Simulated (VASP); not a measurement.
# Al (I4/mmm) in VASP: a series of runs

Al is run at these levels: LDA; tasks: single point.

Everything below comes from runs of VASP 6.6.1. Logs are shortened: lines on timing, memory, paths and dates and some standing lists are left out, and cuts for length are marked.

### 1 The cell of the first run

It takes space group I4/mmm (No. 139, tetragonal). Conventional cell: a = 2.861 Å, b = 2.861 Å, c = 3.857 Å, α = 90.00°, β = 90.00°, γ = 90.00°. Within 3.7 Å of Al (site symmetry 4/mmm) lie 12 Al at 2.80 to 2.86 Å.

### 2 Single point, LDA (15.78 Å³/atom)

INCAR reads:

```
SYSTEM = Al
PREC = Accurate
ENCUT = 520
EDIFF = 1E-7
ISMEAR = 0
SIGMA = 0.15
LREAL = .FALSE.
LASPH = .TRUE.
NELM = 100
ALGO = Normal
ISIF = 2
LWAVE = .FALSE.
LCHARG = .FALSE.
NBANDS = 8
```

KPOINTS reads:

```
regular mesh
0
G
  22 22 22
  0 0 0
```

POSCAR reads:

```
Al
1.0
   -1.4303926955      1.4303926955      1.9287415107
    1.4303926955     -1.4303926955      1.9287415107
    1.4303926955      1.4303926955     -1.9287415107
Al
1
Direct
    0.0000000000      0.0000000000      0.0000000000
```

Potentials or basis: VASP PAW LDA potentials, release 64 (Al).

Run with:

```console
cat potpaw_LDA.64/Al/POTCAR > POTCAR
mpirun -np 1 vasp_std > vasp.out
```

OUTCAR:

```text
SYSTEM = Al
   PREC = Accurate
   ENCUT = 520
   EDIFF = 1E-7
   ISMEAR = 0
   LREAL = .FALSE.
   LASPH = .TRUE.
   NELM = 100
   ISIF = 2

 ion  position               nearest neighbor table
   1  0.000  0.000  0.000-

  LATTYP: Found a body centered tetragonal cell.
 ALAT       =     2.8607853910
 C/A-ratio  =     1.3484000001

  Lattice vectors:

 A1 = (  -1.4303926955,   1.4303926955,   1.9287415107)
 A2 = (   1.4303926955,  -1.4303926955,   1.9287415107)
 A3 = (   1.4303926955,   1.4303926955,  -1.9287415107)

Analysis of symmetry for initial positions (statically):
=====================================================================
 Subroutine PRICEL returns:
 Original cell was already a primitive cell.

 Routine SETGRP: Setting up the symmetry group for a
 body centered tetragonal supercell.

 Subroutine GETGRP returns: Found 16 space group operations
 (whereof 16 operations were pure point group operations)
 out of a pool of 16 trial point group operations.

The static configuration has the point symmetry D_4h.

Analysis of symmetry for dynamics (positions and initial velocities):
=====================================================================
 Subroutine PRICEL returns:
 Original cell was already a primitive cell.

 Routine SETGRP: Setting up the symmetry group for a
 body centered tetragonal supercell.

 Subroutine GETGRP returns: Found 16 space group operations
 (whereof 16 operations were pure point group operations)
 out of a pool of 16 trial point group operations.

The dynamic configuration has the point symmetry D_4h.

 Subroutine INISYM returns: Found 16 space group operations
 (whereof 16 operations are pure point group operations),
 and found     1 'primitive' translations

----------------------------------------------------------------------------------------

                                     Primitive cell

  volume of cell :      15.7850

  direct lattice vectors                    reciprocal lattice vectors
    -1.430392695  1.430392695  1.928741511     0.000000000  0.349554358  0.259236397
     1.430392695 -1.430392695  1.928741511     0.349554358  0.000000000  0.259236397
     1.430392695  1.430392695 -1.928741511     0.349554358  0.349554358  0.000000000

  length of vectors
     2.795011689  2.795011689  2.795011689     0.435191634  0.435191634  0.494344514

  position of ions in fractional coordinates (direct lattice)
     0.000000000  0.000000000  0.000000000

  ion indices of the primitive-cell ions
   primitive index   ion index
                 1           1

----------------------------------------------------------------------------------------

 KPOINTS: regular mesh

Automatic generation of k-mesh.
 Grid dimensions read from file:
 generate k-points for:   22   22   22

 Generating k-lattice:

  Cartesian coordinates                     Fractional coordinates (reciprocal lattice)
     0.000000000  0.015888834  0.011783473     0.045454545  0.000000000 -0.000000000
     0.015888834  0.000000000  0.011783473     0.000000000  0.045454545 -0.000000000
     0.015888834  0.015888834  0.000000000     0.000000000  0.000000000  0.045454545

  Length of vectors
     0.019781438  0.019781438  0.022470205

  Shift w.r.t. Gamma in fractional coordinates (k-lattice)
     0.000000000  0.000000000  0.000000000

 Subroutine IBZKPT returns following result:
 ===========================================

 Found    834 irreducible k-points:

 Following reciprocal coordinates:
            Coordinates               Weight
  0.000000  0.000000  0.000000      1.000000
  0.045455  0.000000 -0.000000      8.000000
  0.090909  0.000000 -0.000000      8.000000
  0.136364  0.000000  0.000000      8.000000
  0.181818  0.000000 -0.000000      8.000000
  0.227273  0.000000 -0.000000      8.000000
[... 16 lines left out ...]
  0.500000  0.045455  0.000000     16.000000
 -0.454545  0.045455  0.000000     16.000000
 [... further k-points ...]
   k-points           NKPTS =    834   k-points in BZ     NKDIM =    834   number of bands    NBANDS=      8
   number of dos      NEDOS =    301   number of ions     NIONS =      1
   total plane-waves  NPLWV =  13824
   dimension x,y,z NGX =    24 NGY =   24 NGZ =   24
   dimension x,y,z NGXF=    48 NGYF=   48 NGZF=   48
   ions per type =               1
   NGX,Y,Z   is equivalent  to a cutoff of  14.28, 14.28, 14.28 a.u.
   NGXF,Y,Z  is equivalent  to a cutoff of  28.55, 28.55, 28.55 a.u.
 SYSTEM =  Al
   PREC   = accura    normal or accurate (medium, high low for compatibility)
   ISTART =      0    job   : 0-new  1-cont  2-samecut
   ICHARG =      2    charge: 1-file 2-atom 10-const
   ISPIN  =      1    spin polarized calculation?
   LNONCOLLINEAR =      F non collinear calculations
   LSORBIT =      F    spin-orbit coupling
   LASPH  =      T    aspherical Exc in radial PAW
   ENCUT  =  520.0 eV  38.22 Ry    6.18 a.u.   5.20  5.20  5.20*2*pi/ulx,y,z
   NELM   =    100;   NELMIN=  2; NELMDL= -5     # of ELM steps
   EDIFF  = 0.1E-06   stopping-criterion for ELM
   LREAL  =      F    real-space projection
   EDIFFG = 0.1E-05   stopping-criterion for IOM
   NSW    =      0    number of steps for IOM
   IBRION =     -1    ionic relax: 0-MD 1-quasi-New 2-CG
   NFREE  =      0    steps in history (QN), initial steepest desc. (CG)
   ISIF   =      2    stress and relaxation
   ISYM   =      2    0-nonsym 1-usesym 2-fastsym
   POTIM  = 0.5000    time-step for ionic-motion
   TEBEG  =    0.0;   TEEND  =   0.0 temperature during run
   PSTRESS=    0.0 pullay stress
   NELECT =       3.0000    total number of electrons
   NUPDOWN=      -1.0000    fix difference up-down
   EMIN   =  10.00;   EMAX   =-10.00  energy-range for DOS
   EFERMI =   0.00;   METHOD = LEGACY
   ISMEAR =     0;   SIGMA  =   0.15  broadening in eV -4-tet -1-fermi 0-gaus
   EFERMI_NEDOS =   21; number of points for ismear=-14 and -15
   IALGO  =     38    algorithm
   IMIX   =      4    mixing-type and parameters
     AMIX     =   0.40;   BMIX     =  1.00
     AMIX_MAG =   1.60;   BMIX_MAG =  1.00
  volume/ion in A,a.u.               =      15.78       106.52
  Fermi-wavevector in a.u.,A,eV,Ry     =   0.941240  1.778686 12.053847  0.885933
  Thomas-Fermi vector in A             =   2.068731
   LORBIT       =      0    0 simple, 1 ext, 2 COOP (PROOUT), +10 PAW based schemes
   GGA     = CA    functional components
   LHFCALC =     F    Hartree Fock is set to
   AEXX    =    0.0000 exact exchange contribution
   IVDW    =     0    specifies the selected vdW correction
   LEPSILON=     F    determine dielectric tensor
   LRPA    =     F    only Hartree local field effects (RPA)
 non-spin polarized calculation
 Gauss-broadening in eV      SIGMA  =   0.15
  energy-cutoff  :      520.00
  volume of cell :       15.78
 maximum number of plane-waves:       443
 NGX is ok and might be reduce to    24
   NGX = 11   NGY = 11   NGZ = 11

 number of electron       3.0000000 magnetization

 Free energy of the ion-electron system (eV)
  ---------------------------------------------------
  ext. energy  EPLUGINS =         0.00000000
  ---------------------------------------------------
  free energy    TOTEN  =        -4.19004472 eV

  energy without entropy =       -4.18590876  energy(sigma->0) =       -4.18797674

 E-fermi :   8.2604     XC(G=0): -10.5085

 val. band max:        8.2506016953   @ k =  -0.4545   0.4545   0.2273
 cond. band min:       8.2611977957   @ k =  -0.4091   0.1364   0.0000
 fundamental gap:      0.0105961003
 Fermi energy:         8.2603716782

 k-point     1 :       0.0000    0.0000    0.0000
  band No.  band energies     occupation
      1      -3.1498      2.00000
      2      20.9269      0.00000
      3      20.9269      0.00000
      4      21.4507      0.00000
      5      22.6480      0.00000
      6      22.8050      0.00000
      7      22.8050      0.00000
      8      25.2330      0.00000

 k-point     2 :       0.0455    0.0000   -0.0000
  band No.  band energies     occupation
      1      -3.0921      2.00000
      2      19.9417      0.00000
      3      20.7122      0.00000
      4      21.1006      0.00000
      5      22.9684      0.00000
      6      23.1034      0.00000
      7      23.2727      0.00000
      8      25.8327      0.00000

 k-point     3 :       0.0909    0.0000   -0.0000
  band No.  band energies     occupation
      1      -2.9189      2.00000
      2      18.1614      0.00000
      3      20.2869      0.00000
      4      20.6896      0.00000
      5      23.4107      0.00000
      6      23.6643      0.00000
      7      23.7514      0.00000
      8      26.0082      0.00000

 k-point     4 :       0.1364    0.0000    0.0000
  band No.  band energies     occupation
      1      -2.6308      2.00000
      2      16.2918      0.00000
      3      19.8564      0.00000
      4      20.3153      0.00000
      5      23.3555      0.00000
      6      24.2526      0.00000
      7      24.4043      0.00000
      8      25.4923      0.00000

 k-point     5 :       0.1818    0.0000   -0.0000
  band No.  band energies     occupation
      1      -2.2285      2.00000
      2      14.4446      0.00000
      3      19.4849      0.00000
      4      20.0120      0.00000
      5      23.2211      0.00000
      6      23.7542      0.00000
      7      24.8218      0.00000
      8      26.0196      0.00000
[... 177 lines left out ...]
 k-point    22 :       0.4545    0.0455   -0.0000
  band No.  band energies     occupation
      1       2.9496      2.00000
      2       4.5380      2.00000
      3      17.9473      0.00000
      4      19.2389      0.00000
      5      20.8142      0.00000
      6      20.9627      0.00000
      7      24.4161      0.00000
      8      24.5992      0.00000

 k-point    23 :       0.5000    0.0455    0.0000
  band No.  band energies     occupation
      1       3.2773      2.00000
      2       4.1810      2.00000
      3      18.2548      0.00000
      4      18.8920      0.00000
      5      20.4973      0.00000
      6      21.2055      0.00000
      7      24.1572      0.00000
      8      24.8884      0.00000

 k-point    24 :      -0.4545    0.0455    0.0000
  band No.  band energies     occupation
      1       2.1686      2.00000
      2       5.4614      2.00000
      3      18.6018      0.00000
      4      18.6988      0.00000
      5      20.1801      0.00000
      6      21.6368      0.00000
      7      23.8365      0.00000
      8      25.4340      0.00000

 [... further k-points ...]

------------------------ aborting loop because EDIFF is reached ----------------------------------------

  FORCE on cell =-STRESS in cart. coord.  units (eV):
  Direction    XX          YY          ZZ          XY          YZ          ZX
  --------------------------------------------------------------------------------------
  -------------------------------------------------------------------------------------
  Total       -0.0672427     -0.0672427      0.2398666      0.0000000      0.0000000      0.0000000
  in kB       -6.8251368     -6.8251368     24.3464538      0.0000000      0.0000000      0.0000000
  external PRESSURE =       3.5653934 kB  Pullay stress =       0.0000000 kB

 VOLUME and BASIS-vectors are now :
 -----------------------------------------------------------------------------
  energy-cutoff  :      520.00
  volume of cell :       15.78
      direct lattice vectors                 reciprocal lattice vectors
    -1.430392695  1.430392695  1.928741511     0.000000000  0.349554358  0.259236397
     1.430392695 -1.430392695  1.928741511     0.349554358  0.000000000  0.259236397
     1.430392695  1.430392695 -1.928741511     0.349554358  0.349554358  0.000000000

 POSITION                                       TOTAL-FORCE (eV/Angst)
 -----------------------------------------------------------------------------------
      0.00000      0.00000      0.00000         0.000000      0.000000     -0.000000
 -----------------------------------------------------------------------------------
    total drift:                                0.000000      0.000000      0.000000

  FREE ENERGIE OF THE ION-ELECTRON SYSTEM (eV)
  ---------------------------------------------------
  free  energy   TOTEN  =        -4.1900447212 eV

  energy  without entropy=       -4.1859087566  energy(sigma->0) =       -4.18797674
```

Run time: 81 s. Hardware: 1 thread of Intel Xeon 8259CL, shared host; peak memory 0.19 GiB.

What came out:

| Property | Result |
| --- | --- |
| Free energy | -4.1900 eV |
| Pressure | 0.4 GPa |
| Band gap on the k mesh | zero (an odd number of electrons rules out a gap without spin polarisation) |

Stress tensor (GPa, compression positive):
```
-0.68  0.00  0.00
 0.00 -0.68  0.00
 0.00  0.00  2.43
```

### 3 Single point, LDA (15.78 Å³/atom)

INCAR reads:

```
SYSTEM = Al
  ALGO = Fast
  EDIFF = 1E-6
  ENCUT = 520
  ISIF = 2
  ISMEAR = 0
  LASPH = .True.
  LCHARG = .False.
  LREAL = .False.
  LWAVE = .False.
  NBANDS = 8
  NELM = 100
  PREC = Accurate
  SIGMA = 0.15
```

KPOINTS reads:

```
k-points
0
Gamma
  22 22 22
  0 0 0
```

POSCAR reads:

```
Al
1.0
   -1.5034622312      1.5034622312      1.7458203429
    1.5034622312     -1.5034622312      1.7458203429
    1.5034622312      1.5034622312     -1.7458203429
Al
1
Direct
    0.0000000000      0.0000000000      0.0000000000
```

Potentials or basis: VASP PAW LDA potentials, release 64 (Al).

Run with:

```console
cat potpaw_LDA.64/Al/POTCAR > POTCAR
mpirun -np 1 vasp_std > vasp.out
```

Wall time 66 s (1 thread of Intel Xeon 8259CL, shared host); peak memory 0.19 GiB.

Results (log left out):

```
Free energy            : -4.1276 eV
Pressure               : 1.7 GPa
Band gap on the k mesh : zero (an odd number of electrons rules out a gap without spin polarisation)
```

Stress tensor (GPa, compression positive):
```
-0.95  0.00  0.00
 0.00 -0.95  0.00
 0.00  0.00  7.08
```

Levels at points of the mesh, in eV from the Fermi level:
| k point | band 1 | band 2 | band 3 | band 4 | band 5 |
| --- | --- | --- | --- | --- | --- |
| (0.00, 0.00, 0.00) | -11.37 | 12.71 | 12.71 | 14.44 | 14.70 |
| (0.50, 0.00, 0.00) | -4.61 | -4.26 | 9.59 | 9.63 | 11.54 |
| (0.50, 0.50, 0.00) | -3.86 | -2.93 | 6.64 | 6.84 | 8.05 |
| (0.50, 0.50, 0.50) | -0.56 | 1.25 | 3.47 | 3.47 | 3.92 |

Caveat: the stress differs along the axes, from -1 to 7 GPa.

### 4 Single point, LDA (15.79 Å³/atom)

INCAR reads:

```
SYSTEM = Al
PREC = Accurate
ENCUT = 520
EDIFF = 1E-6
ISMEAR = 0
SIGMA = 0.15
LREAL = .FALSE.
LASPH = .TRUE.
NELM = 80
ALGO = Normal
ISIF = 2
LWAVE = .FALSE.
LCHARG = .FALSE.
GGA = CA
NBANDS = 8
```

KPOINTS reads:

```
regular mesh
0
G
  22 22 22
  0 0 0
```

POSCAR reads:

```
Al
1.0
   -1.6201138681      1.6201138681      1.5034656696
    1.6201138681     -1.6201138681      1.5034656696
    1.6201138681      1.6201138681     -1.5034656696
Al
1
Direct
    0.0000000000      0.0000000000      0.0000000000
```

Run with:

```console
cat potpaw_LDA.64/Al/POTCAR > POTCAR
mpirun -np 1 vasp_std > vasp.out
```

Wall time 64 s (1 thread of Intel Xeon 8259CL, shared host); peak memory 0.19 GiB.

The run converged. Its results:

```
Free energy            : -4.0972 eV
Pressure               : 2.1 GPa
Band gap on the k mesh : zero (an odd number of electrons rules out a gap without spin polarisation)
```

Stress tensor (GPa, compression positive):
```
2.82 0.00 0.00
0.00 2.82 0.00
0.00 0.00 0.76
```

Levels at points of the mesh, in eV from the Fermi level:
```
           k point  band 1  band 2  band 3  band 4  band 5  band 6
(0.00, 0.00, 0.00)  -11.39   12.33   14.17   14.17   14.56   14.56
(0.50, 0.00, 0.00)   -4.29   -3.65    7.90    7.96    9.66   11.49
(0.50, 0.50, 0.00)   -4.67   -4.38    9.46    9.55   11.56   12.25
(0.50, 0.50, 0.50)    1.24    1.24    2.60    2.97    3.44    6.42
```

[end of part 1 of 2]
